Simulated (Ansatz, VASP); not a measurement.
Sn: VASP beside Ansatz

```
Sn
1.0
    -1.75441    1.75461   -2.16749
    -1.75441    1.75461    2.16749
     3.50881    3.50923    0.00000
Sn
2
Direct
  0.03023 0.03023 0.00000
  0.46977 0.46977 0.50000
```

Change from the starting cell: mode 1 (-6.9 1/cm) frozen in, largest displacement +0.150 Å.

Alike in both runs: task single point; functional PBE; dispersion D3(BJ); k mesh 18 × 18 × 12; occupations gaussian, width 0.15 eV; no spin polarisation.

```csv
,VASP,Ansatz
version,VASP 6.6.1,Ansatz 0.2.0
potentials or method,"VASP PAW PBE potentials, release 64 (Sn_d), cutoff 520 eV","scalar-relativistic, plane waves, PAW"
valence electrons in the cell,28,28
```

```tsv
	VASP	Ansatz	Ansatz less VASP
gap on the k mesh at the Fermi level (eV)	none	none	-
pressure (GPa)	0.3	0.2	-0.10
traceless stress, the component that is largest in VASP (GPa)	0.11	0.11	-0.001
rms of the force components (eV/Å)	0.012	0.012	-0.0003
```

Atom by atom the forces differ by 0.000 eV/Å (rms over components). A gap of «none» marks a metal or a gap that the smearing closes.
